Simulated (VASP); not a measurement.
## AgCl: single point with r2SCAN

AgCl:

```
Ag Cl
1.0
     0.00000    2.77319    2.77319
     2.77319    0.00000    2.77319
     2.77319    2.77319    0.00000
Ag Cl
1 1
Direct
  0.00000 0.00000 0.00000
  0.50000 0.50000 0.50000
```

```yaml
Program: VASP 6.6.1
Task: single point
Functional: r2SCAN
Potentials_or_basis: VASP PAW PBE potentials, release 64 (Ag, Cl)
Cutoff: 520 eV
k_mesh: 8 × 8 × 8
Occupations: gaussian, width 0.01 eV
Spin: no spin polarisation
```

- Pressure: -0.1 GPa
- Band gap on the k mesh: 1.42 eV, indirect (least direct gap 3.70 eV)

Levels at points of the mesh, in eV from the valence-band top:
| k point | band 6 | band 7 | band 8 | band 9 | band 10 | band 11 | band 12 | band 13 |
| --- | --- | --- | --- | --- | --- | --- | --- | --- |
| (0.00, 0.00, 0.00) | -2.43 | -2.43 | -2.38 | -2.38 | 1.42 | 11.34 | 11.34 | 11.34 |
| (0.50, 0.00, 0.00) | -2.07 | -1.75 | 0.00 | 0.00 | 4.71 | 7.16 | 8.27 | 8.27 |
| (0.50, 0.50, 0.00) | -2.20 | -1.95 | -1.95 | -1.84 | 2.93 | 8.35 | 9.24 | 12.34 |

Run time: 3.7 min on 1 thread of AMD EPYC 7R13, with other jobs on the host, peak memory 0.15 GiB.

Caveat: the PAW data sets were made with another functional, which shifts forces and pressure a little. A k mesh can miss the band edges.
